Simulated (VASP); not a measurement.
Input of a VASP 6.6.1 run:

INCAR

```
SYSTEM = MgO
PREC = Accurate ; ENCUT = 600
EDIFF = 1E-6 ; ISMEAR = -1
SIGMA = 0.05 ; LREAL = .FALSE.
LASPH = .TRUE. ; NELM = 120
ALGO = Normal ; ISIF = 2
LWAVE = .FALSE. ; LCHARG = .TRUE.
GGA = PE ; LELF = .TRUE.
LVHAR = .TRUE. ; NBANDS = 11
GGA_COMPAT = .FALSE.
```

Contents of KPOINTS:

```
regular mesh
0
G
  8 8 8
  0 0 0
```

POSCAR

```
MgO
1.0
    0.0140566667      2.1155283333      2.1155283333
    2.1155283333      0.0140566667      2.1155283333
    2.1155283333      2.1155283333      0.0140566667
Mg O
1 1
Direct
    0.0000000000      0.0000000000      0.0000000000
    0.5000000000      0.5000000000      0.5000000000
```

Potentials or basis: VASP PAW PBE potentials, release 64 (Mg, O).

Run with:

```sh
$ cat potpaw_PBE.64/Mg/POTCAR potpaw_PBE.64/O/POTCAR > POTCAR
$ mpirun -np 1 vasp_std > vasp.out
```

Task: Predict the band gap on the k mesh.

Result: 4.67 eV.

Task: Estimate the pressure.

Result: 3.1 GPa.

Stress tensor (GPa, compression positive):
```
 3.12 -0.99 -0.99
-0.99  3.12 -0.99
-0.99 -0.99  3.12
```

Caveat: the cell stands under pressure. A hybrid or GW would open this gap; PBE tends to underestimate it.
